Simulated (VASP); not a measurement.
## Sn: single point with PBE

Crystal: Sn.

```
Sn
1.0
    -2.97295    2.97295    1.60688
     2.97295   -2.97295    1.60688
     2.97295    2.97295   -1.60688
Sn
2
Direct
  0.00000 0.00000 0.00000
  0.75000 0.25000 0.50000
```

```json
{
 "Program": "VASP 6.6.1",
 "Task": "single point",
 "Functional": "PBE",
 "Potentials or basis": "VASP PAW PBE potentials, release 64 (Sn_d)",
 "Cutoff": "520 eV",
 "k mesh": "16 × 16 × 16",
 "Occupations": "gaussian, width 0.1 eV",
 "Spin": "no spin polarisation"
}
```

```yaml
Pressure: -0.1 GPa
Band_gap_on_the_k_mesh: zero (bands 14 and 15 overlap by 4.01 eV)
```

Levels at points of the mesh, in eV from the Fermi level:
| k point | band 11 | band 12 | band 13 | band 14 | band 15 | band 16 | band 17 | band 18 |
| --- | --- | --- | --- | --- | --- | --- | --- | --- |
| (0.00, 0.00, 0.00) | -10.81 | -3.85 | -1.89 | -1.89 | 3.01 | 5.93 | 5.93 | 6.65 |
| (0.50, 0.00, 0.00) | -6.79 | -5.24 | -2.36 | -1.63 | -1.03 | 2.29 | 2.73 | 4.44 |
| (0.50, 0.50, 0.00) | -8.68 | -8.68 | 0.56 | 0.56 | 1.43 | 1.43 | 5.93 | 5.93 |
| (0.50, 0.50, 0.50) | -7.47 | -7.47 | -4.56 | -4.56 | 5.02 | 5.02 | 8.84 | 8.84 |

Run time: 5.3 min on 1 thread of AMD EPYC 9R45 (Zen 5) (shared host), peak memory 0.42 GiB.

Caveat: spin-orbit coupling is left out, which moves the levels of the heavy elements.
